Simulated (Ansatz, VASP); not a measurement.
# AlN: VASP beside Ansatz

```
Al N
1.0
     0.00000    2.18488    2.18488
     2.23950    0.00000    2.18488
     2.23950    2.18488    0.00000
Al N
1 1
Cartesian
  0.0000 0.0000 0.0000
  1.1197 1.0924 1.0924
```

Change from the starting cell: uniaxial_x strain +2.5%.

Alike in both runs: task single point; functional PBE; k mesh 10 × 10 × 10; occupations fermi-dirac, width 0.02 eV; no spin polarisation.

|  | VASP | Ansatz |
| --- | --- | --- |
| version | VASP 6.6.1 | Ansatz 0.2.0 |
| potentials or method | VASP PAW PBE potentials, release 64 (Al, N) | plane waves, PAW |
| plane-wave cutoff (eV) | 520 | 420 |
| valence electrons in the cell | 8 | 8 |

```tsv
	VASP	Ansatz	Ansatz less VASP
gap on the k mesh at the Fermi level (eV)	3.23	3.24	+0.008
pressure (GPa)	-0.7	-0.4	+0.29
traceless stress, the component that is largest in VASP (GPa)	-2.37	-2.36	+0.014
```
